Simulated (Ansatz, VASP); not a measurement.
# MnHg in VASP and in Ansatz

INCAR

```
  PREC = Accurate
  ENCUT = 520
  EDIFF = 1E-6
  ISMEAR = 0
  SIGMA = 0.3
  LREAL = False
  LASPH = True
  NELM = 150
  ALGO = Normal
  ISIF = 2
  LWAVE = False
  LCHARG = False
  ISPIN = 2
  MAGMOM = 4 0
  LORBIT = 11
  LMAXMIX = 4
  NBANDS = 24
```

File KPOINTS:

```
Automatic mesh
0
Gamma
  9 9 9
```

File POSCAR:

```
MnHg
1.0
    3.1978720606      0.0000000000      0.0000000000
    0.0000000000      3.1978720606      0.0000000000
    0.0000000000      0.0000000000      3.2221867813
Mn Hg
1 1
Direct
    0.5000000000      0.5000000000      0.5000000000
    0.0000000000      0.0000000000      0.0000000000
```

Input for Ansatz:

```yaml
crystal:
  lattice:
    - [3.1978720606075983, 0.0, 0.0]
    - [0.0, 3.1978720606075983, 0.0]
    - [0.0, 0.0, 3.22218678126307]
  atoms:
    - { symbol: Mn, position: [0.5, 0.5, 0.5], spin: 4.0 }
    - { symbol: Hg, position: [0.0, 0.0, 0.0] }
basis:
  ecutwfc: 500.0
kpoints:
  mp_grid:
    grid: [9, 9, 9]
hamiltonian:
  xc: lda
magnetization:
  spin_polarized: true
scf:
  n_extra_bands: 8
  occupations:
    method: gaussian
    width: 0.3
  eigensolver:
    kind: davidson
    full_accuracy: true
output:
  stress: true
```

Alike in both runs: task single point; functional LDA; k mesh 9 × 9 × 9; occupations gaussian, width 0.3 eV; collinear spin.

```csv
,VASP,Ansatz
version,VASP 6.6.1,Ansatz 0.2.0
potentials or method,"VASP PAW LDA potentials, release 64 (Mn_pv, Hg), cutoff 520 eV","plane waves, PAW"
valence electrons in the cell,25,35
```

```csv
,VASP,Ansatz,Ansatz less VASP
pressure (GPa),-2.3,-2.7,-0.34
net moment per atom (μB),1.71,1.75,+0.037
size of the moment on the site where the two differ most (μB),3.35,3.44,+0.095
```

LDA's correlation is that of Perdew and Zunger in VASP and of Perdew and Wang (1992) in Ansatz. Site moments also hang on the region over which each program counts them. VASP's potentials hold 25 valence electrons a cell and Ansatz's 35, so a difference there can come from the potentials and not from the codes.

Neither program's run includes spin-orbit coupling.
